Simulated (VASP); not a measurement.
# HfGe3 (Pm-3m) in VASP: further runs, part 2 of 2

VASP 6.6.1. The steps go on from the part before.

### 4 Relaxation of cell and atoms, PBE

INCAR

```
  PREC = Accurate
  ENCUT = 600
  EDIFF = 1E-6
  ISMEAR = 0
  SIGMA = 0.1
  LREAL = False
  LASPH = True
  NELM = 100
  ALGO = Normal
  ISIF = 3
  LWAVE = False
  LCHARG = False
  GGA = PE
  IBRION = 2
  NSW = 90
  EDIFFG = -0.04
```

KPOINTS

```
Automatic mesh
0
Gamma
  4 4 4
```

POSCAR

```
HfGe3
1.0
    4.5568466500      0.0000000000      0.0000000000
    0.0000000000      4.5568466500      0.0000000000
    0.0000000000      0.0000000000      4.5568466500
Hf Ge
1 3
Direct
    0.0000000000      0.0000000000      0.0000000000
    0.5000000000      0.0000000000      0.0000000000
    0.0000000000      0.5000000000      0.0000000000
    0.0000000000      0.0000000000      0.5000000000
```

Potentials or basis: VASP PAW PBE potentials, release 64 (Hf_pv, Ge_d).

Command:

```sh
> cat potpaw_PBE.64/Hf_pv/POTCAR potpaw_PBE.64/Ge_d/POTCAR > POTCAR
> mpirun -np 1 vasp_std > vasp.out
```

OUTCAR:

```text
PREC = Accurate
   ENCUT = 600
   EDIFF = 1E-6
   ISMEAR = 0
   LREAL = False
   LASPH = True
   NELM = 100
   ISIF = 3
   GGA = PE
   IBRION = 2
   NSW = 90
   EDIFFG = -0.04

 ion  position               nearest neighbor table
   1  0.000  0.000  0.000-   2 2.28   3 2.28   4 2.28   4 2.28   3 2.28   2 2.28
   2  0.500  0.000  0.000-   1 2.28   1 2.28
   3  0.000  0.500  0.000-   1 2.28   1 2.28
   4  0.000  0.000  0.500-   1 2.28   1 2.28

  LATTYP: Found a simple cubic cell.
 ALAT       =     4.5568466500

  Lattice vectors:

 A1 = (   4.5568466500,   0.0000000000,   0.0000000000)
 A2 = (   0.0000000000,   4.5568466500,   0.0000000000)
 A3 = (   0.0000000000,   0.0000000000,   4.5568466500)

Analysis of symmetry for initial positions (statically):
=====================================================================
 Subroutine PRICEL returns:
 Original cell was already a primitive cell.

[... 152 lines left out ...]

 Free energy of the ion-electron system (eV)
  ---------------------------------------------------
  ext. energy  EPLUGINS =         0.00000000
  ---------------------------------------------------
  free energy    TOTEN  =       -17.40729577 eV

  energy without entropy =      -17.38037346  energy(sigma->0) =      -17.39383461

 E-fermi :   3.2034     XC(G=0):  -9.6476

 val. band max:        3.1667027185   @ k =   0.5000   0.5000   0.2500
 cond. band min:       3.2059147249   @ k =   0.5000   0.2500   0.2500
 fundamental gap:      0.0392120064
 Fermi energy:         3.2034441732
[... 798 lines left out ...]
--------------------------------------- Ionic step        4  -------------------------------------------

 number of electron      51.9999893 magnetization

 Free energy of the ion-electron system (eV)
  ---------------------------------------------------
  ext. energy  EPLUGINS =         0.00000000
  ---------------------------------------------------
  free energy    TOTEN  =       -21.17337111 eV

  energy without entropy =      -21.16849268  energy(sigma->0) =      -21.17093190

 E-fermi :   0.6948     XC(G=0):  -7.9776

 val. band max:        0.5973037288   @ k =   0.5000   0.5000   0.0000
 cond. band min:       1.1784080657   @ k =   0.2500   0.2500   0.0000
 fundamental gap:      0.5811043369
 Fermi energy:         0.6948379724
[... 369 lines left out ...]
  FREE ENERGIE OF THE ION-ELECTRON SYSTEM (eV)
  ---------------------------------------------------
  free  energy   TOTEN  =       -21.1733711136 eV

  energy  without entropy=      -21.1684926770  energy(sigma->0) =      -21.17093190

 reached required accuracy - stopping structural energy minimisation
```

It took 55 s on 1 thread of Intel Xeon 6975P-C (Granite Rapids), shared host; peak memory 0.22 GiB.

What came out:

```
Free energy                            : -21.1734 eV
Relaxed volume                         : 35.19 Å³/atom
Relaxed cell                           : a = 5.202 Å, b = 5.202 Å, c = 5.202 Å, α = 90.00°, β = 90.00°, γ = 90.00°
Space group after relaxing (to 0.05 Å) : Pm-3m (No. 221)
Energy gained by relaxing              : 941.5 meV/atom
Ionic steps                            : 4
Pressure after relaxing                : 0.1 GPa
Band gap on the k mesh                 : zero (band 26 reaches 2.69 eV, above the bottom of band 27 at -0.12 eV)
```

Step by step:
| step | energy change (eV) | largest force (eV/Å) | pressure (GPa) | volume (Å³) |
| --- | --- | --- | --- | --- |
| 1 | 0.0000 | 0.0000 | 34.20 | 94.62 |
| 2 | -2.7559 | 0.0000 | -6.34 | 181.99 |
| 3 | -3.7660 | 0.0000 | -0.21 | 141.84 |
| 4 | -3.7661 | 0.0000 | 0.10 | 140.77 |

Final structure:
```
Hf Ge
1.0
     5.20196    0.00000    0.00000
     0.00000    5.20196    0.00000
     0.00000    0.00000    5.20196
Hf Ge
1 3
Direct
  0.00000 0.00000 0.00000
  0.50000 0.00000 0.00000
  0.00000 0.50000 0.00000
  0.00000 0.00000 0.50000
```

Levels at points of the mesh, in eV from the Fermi level:
| k point | band 23 | band 24 | band 25 | band 26 | band 27 | band 28 | band 29 | band 30 |
| --- | --- | --- | --- | --- | --- | --- | --- | --- |
| (0.00, 0.00, 0.00) | -0.88 | -0.88 | 2.00 | 2.00 | 2.00 | 2.22 | 2.22 | 2.22 |
| (0.50, 0.00, 0.00) | -0.25 | -0.25 | -0.18 | -0.18 | 0.63 | 1.43 | 2.06 | 3.11 |
| (0.50, 0.50, 0.00) | -1.87 | -0.84 | -0.10 | -0.10 | 0.69 | 1.11 | 1.11 | 4.18 |
| (0.50, 0.50, 0.50) | -1.75 | -1.75 | -1.75 | -0.81 | -0.81 | 4.23 | 4.23 | 4.23 |

Caveat: the volume moved by over 15 % at a fixed basis, so the end points are rough; spin-orbit coupling is left out, which moves the levels of the heavy elements.

### 5 Single point, PBE

This run uses another cell than the first one, of 35.12 Å³/atom, 1.485 times its volume.

INCAR

```
PREC     = Accurate       # precision mode
ENCUT    = 520            # plane-wave cutoff, eV
EDIFF    = 1E-7           # SCF threshold, eV
ISMEAR   = 0              # smearing method
SIGMA    = 0.1            # smearing width, eV
LREAL    = F              # projectors in reciprocal space
LASPH    = T              # aspherical terms in the spheres
NELM     = 60             # most SCF steps
ALGO     = Normal         # electronic algorithm
ISIF     = 2              # what is computed and relaxed
LWAVE    = F              # write WAVECAR
LCHARG   = F              # write CHGCAR
GGA      = PE             # functional
NBANDS   = 34             # bands
```

KPOINTS

```
Automatic mesh
0
Gamma
  10 10 10
```

POSCAR

```
HfGe3
1.0
    5.1985126702      0.0000000000      0.0000000000
    0.0000000000      5.1985126702      0.0000000000
    0.0000000000      0.0000000000      5.1985126702
Hf Ge
1 3
Direct
    0.0000000000      0.0000000000      0.0000000000
    0.5000000000      0.0000000000      0.0000000000
    0.0000000000      0.5000000000      0.0000000000
    0.0000000000      0.0000000000      0.5000000000
```

Command:

```sh
> cat potpaw_PBE.64/Hf_pv/POTCAR potpaw_PBE.64/Ge_d/POTCAR > POTCAR
> mpirun -np 1 vasp_std > vasp.out
```

Wall time 90 s (1 thread of Intel Xeon 6975P-C (Granite Rapids), shared host); peak memory 0.39 GiB.

It converged, with:

| Property | Result |
| --- | --- |
| Free energy | -21.1461 eV |
| Pressure | 0.0 GPa |
| Band gap on the k mesh | zero (band 26 reaches 2.66 eV, above the bottom of band 27 at -0.16 eV) |

Levels at points of the mesh, in eV from the Fermi level:
```
           k point  band 24  band 25  band 26  band 27  band 28  band 29
(0.00, 0.00, 0.00)    -1.12     1.73     1.73     1.73     1.99     1.99
(0.50, 0.00, 0.00)    -0.50    -0.43    -0.43     0.40     1.21     1.79
(0.50, 0.50, 0.00)    -1.11    -0.34    -0.34     0.44     0.89     0.89
(0.50, 0.50, 0.50)    -1.99    -1.99    -1.08    -1.08     4.00     4.00
```

Caveat: spin-orbit coupling is left out, which moves the levels of the heavy elements.

### 6 The runs side by side

| task | cell | k mesh | cutoff (eV) | gap on the mesh (eV) | pressure (GPa) |
| --- | --- | --- | --- | --- | --- |
| single point | a = 4.557 Å, 4 atoms | 4 × 4 × 4 | 520 | none | 34.2 |
| single point | a = 5.194 Å, 4 atoms | 4 × 4 × 4 | 520 | none | 0.5 |
| relaxation of cell and atoms | relaxed from a = 4.557 Å, 4 atoms | 4 × 4 × 4 | 600 | none | 0.1 |
| single point | a = 5.199 Å, 4 atoms | 10 × 10 × 10 | 520 | none | 0.0 |

Alike in all rows: level PBE; potentials or basis VASP PAW PBE potentials, release 64 (Hf_pv, Ge_d); no spin polarisation; smearing gaussian 0.1 eV.

Caveats: spin-orbit coupling is left out, which moves the levels of the heavy elements; the volume moved by over 15 % at a fixed basis, so the end points are rough (some runs).

Total energies depend on the potentials used, so only differences within one code and one set of settings carry meaning.
